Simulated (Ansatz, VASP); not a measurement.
**One calculation of Sb3S2, two programs**

File INCAR:

```
SYSTEM = Sb3S2
ALGO = Normal
EDIFF = 1E-7
ENCUT = 520
GGA = PE
ISIF = 2
ISMEAR = 0
LASPH = .TRUE.
LCHARG = .FALSE.
LREAL = .FALSE.
LWAVE = .FALSE.
NBANDS = 22
NELM = 100
PREC = Accurate
SIGMA = 0.1
```

File KPOINTS:

```
k-points
0
G
  3 3 3
  0 0 0
```

Contents of POSCAR:

```
Sb3S2
1.0
    3.1329424100      1.8088051400      4.9063856000
   -3.1329424100      1.8088051400      4.9063856000
    0.0000000000     -3.6176102900      4.9063856000
Sb S
3 2
Direct
    0.2915393900      0.7191566200      0.2915393900
    0.2915393900      0.2915393900      0.7191566200
    0.7191566200      0.2915393900      0.2915393900
    0.2992105700      0.2992105700      0.2992105700
    0.9664030900      0.9664030900      0.9664030900
```

Input for Ansatz:

```yaml
crystal:
  lattice:
    - [3.13294241, 1.80880514, 4.9063856]
    - [-3.13294241, 1.80880514, 4.9063856]
    - [0.0, -3.61761029, 4.9063856]
  atoms:
    - { symbol: Sb, position: [0.29153939, 0.71915662, 0.29153939] }
    - { symbol: Sb, position: [0.29153939, 0.29153939, 0.71915662] }
    - { symbol: Sb, position: [0.71915662, 0.29153939, 0.29153939] }
    - { symbol: S, position: [0.29921057, 0.29921057, 0.29921057] }
    - { symbol: S, position: [0.96640309, 0.96640309, 0.96640309] }
basis:
  ecutwfc: 420
kpoints:
  mp_grid: { grid: [3, 3, 3] }
hamiltonian:
  xc: pbe
scf:
  occupations: { method: gaussian, width: 0.1 }
  lower_state_search: "off"
output:
  forces: true
  stress: true
  eigenvalues: true
```

Alike in both runs: task single point; functional PBE; k mesh 3 × 3 × 3; occupations gaussian, width 0.1 eV; no spin polarisation.

|  | VASP | Ansatz |
| --- | --- | --- |
| version | VASP 6.6.1 | Ansatz 0.2.0 |
| potentials or method | VASP PAW PBE potentials, release 64 (Sb, S), cutoff 520 eV | scalar-relativistic, plane waves, PAW |
| valence electrons in the cell | 27 | 57 |

|  | VASP | Ansatz | Ansatz less VASP |
| --- | --- | --- | --- |
| gap on the k mesh at the Fermi level (eV) | none | none | - |
| pressure (GPa) | 6.6 | 6.5 | -0.16 |
| traceless stress, the component that is largest in VASP (GPa) | -5.46 | -5.27 | +0.187 |
| rms of the force components (eV/Å) | 1.890 | 1.820 | -0.0699 |

Atom by atom the forces differ by 0.071 eV/Å (rms over components). A gap of «none» marks a metal or a gap that the smearing closes. The functional is the same, so the differences come from potentials, cutoffs and numerics. VASP's potentials hold 27 valence electrons a cell and Ansatz's 57, so a difference there can come from the potentials and not from the codes.

The k mesh is coarse, so the values compare programs but aren't converged. Spin-orbit coupling is off throughout.
